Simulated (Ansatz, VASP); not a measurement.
**Al4P: VASP beside Ansatz**

```xyz
5
Lattice="-2.5143 2.5143 3.7130 2.5143 -2.5143 3.7130 2.5143 2.5143 -3.7130" Properties=species:S:1:pos:R:3 pbc="T T T"
Al    0.0000    0.0000    2.3829
Al    0.0000    0.0000    5.0431
Al    0.0000    2.5143    0.0000
Al    2.5143    0.0000    0.0000
P     0.0000    0.0000    0.0000
```

Change from the starting cell: species swapped into the SnF4 type (I4/mmm, No. 139).

Alike in both runs: functional PBE; k mesh 10 × 10 × 10; occupations gaussian, width 0.1 eV; no spin polarisation.

Ansatz relaxed the structure, and its values are those at the end. VASP's run is a single point on that final structure, the one shown.

```csv
,VASP,Ansatz
version,VASP 6.6.1,Ansatz 0.2.0
potentials or method,"VASP PAW PBE potentials, release 64 (Al, P), cutoff 520 eV","scalar-relativistic, plane waves, PAW"
valence electrons in the cell,17,17
```

VASP gave:

| Property | Result |
| --- | --- |
| gap on the k mesh at the Fermi level (eV) | none |
| pressure (GPa) | -0.1 |
| rms of the force components (eV/Å) | 0.005 |

**Question.** Which values does Ansatz return?

**Answer.** gap on the k mesh at the Fermi level (eV): none; pressure (GPa): 0.0; rms of the force components (eV/Å): 0.003.

A gap of «none» marks a metal or a gap that the smearing closes. With one functional, cell and mesh, what is left measures potentials, basis and numerics.
